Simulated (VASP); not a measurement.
# Sr: single point with PBE

Sr, a slab with vacuum:

```xyz
1
Lattice="4.2697 0.0000 0.0000 -2.1349 3.6977 0.0000 0.0000 0.0000 20.0000" Properties=species:S:1:pos:R:3 pbc="T T T"
Sr    0.0000    0.0000   10.0000
```

```
Program             : VASP 6.6.1
Task                : single point
Functional          : PBE
Potentials or basis : VASP PAW PBE potentials, release 64 (Sr_sv)
Cutoff              : 400 eV
k mesh              : 9 × 9 × 1
Occupations         : fermi-dirac, width 0.05 eV
Spin                : no spin polarisation
```

```json
{"Band gap on the k mesh": "zero (bands 5 and 6 overlap by 0.38 eV)"}
```

Levels at points of the mesh, in eV from the Fermi level:
| k point | band 3 | band 4 | band 5 | band 6 | band 7 | band 8 |
| --- | --- | --- | --- | --- | --- | --- |
| (0.00, 0.00, 0.00) | -19.15 | -19.15 | -2.81 | -0.02 | 0.75 | 2.11 |

Run time: 98 s on 1 thread of Intel(R) Xeon(R) Platinum 8488C (Sapphire Rapids), on a shared host, peak memory 0.3 GiB.
